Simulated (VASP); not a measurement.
# Be: single point with PBE

The system is Be.

```xyz
4
Lattice="3.6962 0.0000 0.0000 0.0000 3.6962 0.0000 0.0000 0.0000 2.2504" Properties=species:S:1:pos:R:3 pbc="T T T"
Be    2.9474    0.7488    1.1252
Be    0.7488    2.9474    1.1252
Be    2.5969    2.5969    0.0000
Be    1.0993    1.0993    0.0000
```

```yaml
Program: VASP 6.6.1
Task: single point
Functional: PBE
Potentials_or_basis: VASP PAW PBE potentials, release 64 (Be)
Cutoff: 520 eV
k_mesh: 7 × 7 × 12
Occupations: fermi-dirac, width 0.05 eV
Spin: no spin polarisation
```

```
Pressure               : 5.4 GPa
Largest force          : 0.019 eV/Å
Band gap on the k mesh : zero (band 4 reaches 8.16 eV, above the bottom of band 5 at 6.16 eV)
```

Forces on the atoms (eV/Å):
```
Be  -0.013  0.013  0.000
Be   0.013 -0.013  0.000
Be   0.013  0.013  0.000
Be  -0.013 -0.013  0.000
```

Stress tensor (GPa, compression positive):
```
5.95 0.00 0.00
0.00 5.95 0.00
0.00 0.00 4.40
```

Levels at points of the mesh, in eV from the Fermi level:
| k point | band 1 | band 2 | band 3 | band 4 | band 5 | band 6 | band 7 | band 8 |
| --- | --- | --- | --- | --- | --- | --- | --- | --- |
| (0.00, 0.00, 0.00) | -11.43 | -5.17 | -4.60 | -1.03 | -1.03 | 4.97 | 4.97 | 7.50 |
| (0.00, 0.00, 0.50) | -5.99 | -5.99 | 0.98 | 0.98 | 1.82 | 1.82 | 2.61 | 2.61 |

Run time: 39 s on 1 thread of AMD EPYC 7R13, on a shared host, peak memory 0.11 GiB.
